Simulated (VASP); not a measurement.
Wanted: the native input for a VASP 6.6.1 run.

| Quantity | Value |
| --- | --- |
| Task | density of states |
| Functional | LDA |
| Potentials or basis | VASP PAW LDA potentials, release 64 (Si) |
| Cutoff | 520 eV |
| k mesh | 14 × 14 × 14 |
| Occupations | gaussian, width 0.05 eV |
| Spin | no spin polarisation |
| Dipole correction | no |
| k mesh for the DOS | 21 × 21 × 21 |
| Occupations for the DOS | tetrahedron |
| Further INCAR settings | ALGO = Normal; EDIFF = 1e-07; NBANDS = 11 |

Si:

```
CELL_PARAMETERS angstrom
0.00000 2.70096 2.70096
2.70096 0.00000 2.70096
2.70096 2.70096 0.00000
ATOMIC_POSITIONS crystal
Si 0.50000 0.50000 0.50000
Si 0.75000 0.75000 0.75000
```

One way to write it, as run:

POSCAR

```
Si
1.0
    0.0000000000      2.7009611371      2.7009611371
    2.7009611371      0.0000000000      2.7009611371
    2.7009611371      2.7009611371      0.0000000000
Si
2
Direct
    0.5000000000      0.5000000000      0.5000000000
    0.7500000000      0.7500000000      0.7500000000
```

INCAR.step1

```
SYSTEM = Si
ALGO     = Normal         ! electronic algorithm
EDIFF    = 1E-7           ! SCF threshold, eV
ENCUT    = 520            ! plane-wave cutoff, eV
GGA      = CA             ! functional
ISIF     = 2              ! what is computed and relaxed
ISMEAR   = 0              ! smearing method
LASPH    = .True.         ! aspherical terms in the spheres
LCHARG   = .True.         ! write CHGCAR
LREAL    = .False.        ! projectors in reciprocal space
LWAVE    = .False.        ! write WAVECAR
NBANDS   = 11             ! bands
NELM     = 60             ! most SCF steps
PREC     = Accurate       ! precision mode
SIGMA    = 0.05           ! smearing width, eV
```

KPOINTS.step1

```
k-points
0
Gamma
  14 14 14
  0 0 0
```

INCAR.step2

```
SYSTEM = Si
ALGO     = Normal         ! electronic algorithm
EDIFF    = 1E-7           ! SCF threshold, eV
ENCUT    = 520            ! plane-wave cutoff, eV
GGA      = CA             ! functional
ICHARG   = 11             ! starting density
ISIF     = 2              ! what is computed and relaxed
ISMEAR   = -5             ! smearing method
LASPH    = .True.         ! aspherical terms in the spheres
LCHARG   = .False.        ! write CHGCAR
LORBIT   = 11             ! projections on sites
LREAL    = .False.        ! projectors in reciprocal space
LWAVE    = .False.        ! write WAVECAR
NBANDS   = 11             ! bands
NEDOS    = 2001           ! points of the DOS
NELM     = 60             ! most SCF steps
PREC     = Accurate       ! precision mode
SIGMA    = 0.05           ! smearing width, eV
```

KPOINTS.step2

```
k-points
0
Gamma
  21 21 21
  0 0 0
```

Potentials or basis: VASP PAW LDA potentials, release 64 (Si).

The run is started by

```bash
$ cat potpaw_LDA.64/Si/POTCAR > POTCAR
$ cp INCAR.step1 INCAR
$ cp KPOINTS.step1 KPOINTS
$ mpirun -np 1 vasp_std > vasp.out
$ cp INCAR.step2 INCAR
$ cp KPOINTS.step2 KPOINTS
$ mpirun -np 1 vasp_std > vasp.out
```

It gave:

```yaml
Valence_electrons_inside_the_program's_atomic_spheres: Si 1.72
```

Wall time 67 s on 1 thread of Intel Xeon 6975P-C, on a shared host, peak memory 0.2 GiB.
